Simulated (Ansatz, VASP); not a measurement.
## HfSi in VASP and in Ansatz

```
Hf Si
1.0
     0.00000    2.71000    2.71000
     2.71000    0.00000    2.71000
     2.71000    2.71000    0.00000
Hf Si
1 1
Direct
  0.00000 0.00000 0.00000
  0.50000 0.50000 0.50000
```

Alike in both runs: task single point; functional LDA; k mesh 6 × 6 × 6; occupations gaussian, width 0.05 eV; no spin polarisation.

|  | VASP | Ansatz |
| --- | --- | --- |
| version | VASP 6.6.1 | Ansatz 0.2.0 |
| potentials or method | VASP PAW LDA potentials, release 64 (Hf_pv, Si), cutoff 500 eV | scalar-relativistic, plane waves, PAW |
| valence electrons in the cell | 14 | 30 |

Ansatz gave:

```
gap on the k mesh at the Fermi level (eV) : none
pressure (GPa)                            : -10.7
```

Q: What did VASP give for the same quantities?

A: gap on the k mesh at the Fermi level (eV): none; pressure (GPa): -10.5.

LDA's correlation is that of Perdew and Zunger in VASP and of Perdew and Wang (1992) in Ansatz. A gap of «none» marks a metal or a gap that the smearing closes. VASP's potentials hold 14 valence electrons a cell and Ansatz's 30, so a difference there can come from the potentials and not from the codes.

Neither program's run includes spin-orbit coupling.
